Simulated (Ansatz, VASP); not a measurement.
## ZnRhC4N4: VASP beside Ansatz

```
Zn Rh C N
1.0
     6.02572    0.00000    0.00000
     0.00000    6.02572    0.00000
     0.00000    0.00000    6.02572
Zn Rh C N
1 1 4 4
Direct
  0.00000 0.00000 0.00000
  0.50000 0.50000 0.50000
  0.19180 0.19180 0.19180
  0.19180 0.80820 0.80820
  0.80820 0.19180 0.80820
  0.80820 0.80820 0.19180
  0.30360 0.30360 0.30360
  0.30360 0.69640 0.69640
  0.69640 0.30360 0.69640
  0.69640 0.69640 0.30360
```

Alike in both runs: functional PBE; k mesh 4 × 4 × 4; occupations gaussian, width 0.1 eV; collinear spin.

Ansatz relaxed the structure, and its values are those at the end. VASP's run is a single point on that final structure, the one shown.

|  | VASP | Ansatz |
| --- | --- | --- |
| version | VASP 6.6.1 | Ansatz 0.2.0 |
| potentials or method | VASP PAW PBE potentials, release 64 (Zn, Rh_pv, C, N), cutoff 520 eV | scalar-relativistic, plane waves, PAW |
| valence electrons in the cell | 63 | 65 |

VASP gave:

- gap on the k mesh at the Fermi level (eV): 1.24
- least direct gap on the mesh (eV): 1.38
- pressure (GPa): 0.7
- rms of the force components (eV/Å): 0.196
- net moment per atom (μB): 0.30
- size of the moment on the site where the two differ most (μB): 2.10

What did Ansatz give for the same quantities?

gap on the k mesh at the Fermi level (eV): 1.25; least direct gap on the mesh (eV): 1.38; pressure (GPa): 0.3; rms of the force components (eV/Å): 0.009; net moment per atom (μB): 0.30; size of the moment on the site where the two differ most (μB): 1.70.

Site moments also hang on the region over which each program counts them. VASP's potentials hold 63 valence electrons a cell and Ansatz's 65, so a difference there can come from the potentials and not from the codes.

Noted on VASP's run: the standard files for N, O and F lose accuracy on very short bonds.
